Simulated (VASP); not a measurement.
A run of VASP 6.6.1 is set up as follows.

INCAR

```
PREC = Accurate
ENCUT = 520
EDIFF = 1E-6
ISMEAR = 0
SIGMA = 0.1
LREAL = False
LASPH = True
NELM = 60
ALGO = Fast
ISIF = 2
LWAVE = False
LCHARG = False
GGA = PE
NBANDS = 14
```

The input KPOINTS:

```
regular mesh
0
Gamma
  18 18 18
```

The input POSCAR:

```
Rh
1.0
    0.0000000000      1.8956443825      1.8956443825
    1.8956443825      0.0000000000      1.8956443825
    1.8956443825      1.8956443825      0.0000000000
Rh
1
Direct
    0.0000000000      0.0000000000      0.0000000000
```

Potentials or basis: VASP PAW PBE potentials, release 64 (Rh_pv).

Command:

```sh
$ cat potpaw_PBE.64/Rh_pv/POTCAR > POTCAR
$ mpirun -np 1 vasp_std > vasp.out
```

Q: Estimate the pressure.

A: 8.5 GPa.
